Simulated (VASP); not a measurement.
# BN (I-4m2) in VASP: notebook, part 3 of 3

VASP 6.6.1. The steps go on from the part before.

## 6. Single point, PBE

This run uses another cell than the first one, of the same volume but with other edges.

Contents of INCAR:

```
ALGO     = Normal         # electronic algorithm
EDIFF    = 1E-6           # SCF threshold, eV
ENCUT    = 520            # plane-wave cutoff, eV
GGA      = PE             # functional
ISIF     = 2              # what is computed and relaxed
ISMEAR   = 0              # smearing method
LASPH    = True           # aspherical terms in the spheres
LCHARG   = False          # write CHGCAR
LREAL    = False          # projectors in reciprocal space
LWAVE    = False          # write WAVECAR
NBANDS   = 11             # bands
NELM     = 80             # most SCF steps
PREC     = Accurate       # precision mode
SIGMA    = 0.05           # smearing width, eV
```

Contents of KPOINTS:

```
k-points
0
Gamma
  12 12 12
```

Contents of POSCAR:

```
BN
1.0
    0.0000000000      1.9695477275      1.5362472275
    1.9695477275      0.0000000000      1.5362472275
    1.9695477275      1.9695477275      0.0000000000
B N
1 1
Direct
    0.0000000000      0.0000000000      0.0000000000
    0.7500000000      0.7500000000      0.7500000000
```

Potentials or basis: VASP PAW PBE potentials, release 64 (B, N).

Launch:

```console
$ cat potpaw_PBE.64/B/POTCAR potpaw_PBE.64/N/POTCAR > POTCAR
$ mpirun -np 1 vasp_std > vasp.out
```

OUTCAR:

```text
EDIFF = 1E-6
   ENCUT = 520
   GGA = PE
   ISIF = 2
   ISMEAR = 0
   LASPH = True
   LREAL = False
   NELM = 80
   PREC = Accurate

 ion  position               nearest neighbor table
   1  0.000  0.000  0.000-   2 1.59   2 1.59   2 1.59   2 1.59
   2  0.750  0.750  0.750-   1 1.59   1 1.59   1 1.59   1 1.59

  LATTYP: Found a body centered tetragonal cell.
 ALAT       =     2.7853611080
 C/A-ratio  =     1.1030865787

  Lattice vectors:

 A1 = (   0.0000000000,  -1.9695477275,  -1.5362472275)
 A2 = (   0.0000000000,   1.9695477275,  -1.5362472275)
 A3 = (   1.9695477275,   0.0000000000,   1.5362472275)

Analysis of symmetry for initial positions (statically):
=====================================================================
 Subroutine PRICEL returns:
 Original cell was already a primitive cell.

 Routine SETGRP: Setting up the symmetry group for a
 body centered tetragonal supercell.

 Subroutine GETGRP returns: Found  8 space group operations
 (whereof  8 operations were pure point group operations)
 out of a pool of 16 trial point group operations.

The static configuration has the point symmetry D_2d.

Analysis of symmetry for dynamics (positions and initial velocities):
[... 163 lines left out ...]
 fundamental gap:      1.2921329035
 Fermi energy:         8.8658986027

 k-point     1 :       0.0000    0.0000    0.0000
  band No.  band energies     occupation
      1     -12.7135      2.00000
      2       6.8303      2.00000
      3       6.8303      2.00000
      4       8.5455      2.00000
      5      15.5810      0.00000
      6      17.2951      0.00000
      7      17.2951      0.00000
      8      17.3175      0.00000
      9      29.2568      0.00000
     10      32.3785      0.00000
     11      32.4043      0.00000
[... 309 lines left out ...]
 k-point    24 :      -0.4167    0.1667    0.0000
  band No.  band energies     occupation
      1      -8.1628      2.00000
      2      -1.8702      2.00000
      3       3.1624      2.00000
      4       5.1903      2.00000
      5      13.9026      0.00000
      6      18.8874      0.00000
      7      20.5859      0.00000
      8      21.6786      0.00000
      9      28.5056      0.00000
     10      32.6107      0.00000
     11      32.8918      0.00000

 [... further k-points ...]
[... 5 lines left out ...]
  --------------------------------------------------------------------------------------
  -------------------------------------------------------------------------------------
  Total       -2.7830637     -2.7830637      5.0756965      0.0000000      0.0000000      0.0000000
  in kB     -374.1188538   -374.1188538    682.3105774      0.0000000      0.0000000      0.0000000
  external PRESSURE =     -21.9757100 kB  Pullay stress =       0.0000000 kB

 VOLUME and BASIS-vectors are now :
 -----------------------------------------------------------------------------
  energy-cutoff  :      520.00
  volume of cell :       11.92
      direct lattice vectors                 reciprocal lattice vectors
     0.000000000  1.969547727  1.536247228    -0.253865389  0.253865389  0.325468447
     1.969547727  0.000000000  1.536247228     0.253865389 -0.253865389  0.325468447
     1.969547727  1.969547727  0.000000000     0.253865389  0.253865389 -0.325468447

 POSITION                                       TOTAL-FORCE (eV/Angst)
 -----------------------------------------------------------------------------------
      0.00000      0.00000      0.00000        -0.000000     -0.000000     -0.000000
      2.95432      2.95432      2.30437         0.000000      0.000000      0.000000
 -----------------------------------------------------------------------------------
    total drift:                                0.000000      0.000000     -0.000001

  FREE ENERGIE OF THE ION-ELECTRON SYSTEM (eV)
  ---------------------------------------------------
  free  energy   TOTEN  =       -16.7164988881 eV

  energy  without entropy=      -16.7164988881  energy(sigma->0) =      -16.71649889
```

stdout:

```text
POSCAR found type information on POSCAR B N
 POSCAR found :  2 types and       2 ions
 scaLAPACK will be used
 LDA part: xc-table for (Slater+PW92), standard interpolation
 POSCAR, INCAR and KPOINTS ok, starting setup
 FFT: planning ... GRIDC
 FFT: planning ... GRID_SOFT
 FFT: planning ... GRID
 WAVECAR not read
 entering main loop
```

Wall time 8 s (1 thread of Intel Xeon 6975P-C (Granite Rapids), shared host); peak memory 0.14 GiB.

What came out:

* Free energy: -16.7165 eV
* Pressure: -2.2 GPa
* Band gap on the k mesh: 1.29 eV, indirect (least direct gap 7.04 eV)

Stress tensor (GPa, compression positive):
```
-37.41   0.00   0.00
  0.00 -37.41   0.00
  0.00   0.00  68.23
```

## 7. Summary

```csv
cell,gap on the mesh (eV),pressure (GPa)
"a = 2.492, b = 2.492, c = 2.878 Å, angles 54.7, 54.7, 70.5°, 2 atoms",0.77,-4.3
"a = 2.797, b = 2.797, c = 2.284 Å, angles 65.9, 65.9, 48.2°, 2 atoms",0.86,4.4
"a = 2.512, b = 2.512, c = 2.707 Å, angles 57.4, 57.4, 65.2°, 2 atoms",2.09,-0.9
"a = 2.665, b = 2.665, c = 2.413 Å, angles 63.1, 63.1, 53.8°, 2 atoms",2.78,0.2
"a = 2.498, b = 2.498, c = 2.785 Å, angles 56.1, 56.1, 67.8°, 2 atoms",1.29,-2.2
```

Alike in all rows: task single point; level PBE; potentials or basis VASP PAW PBE potentials, release 64 (B, N); no spin polarisation; k mesh 12 × 12 × 12; cutoff (eV) 520; smearing gaussian 0.05 eV.

Absolute energies hang on the potentials; compare differences alone.
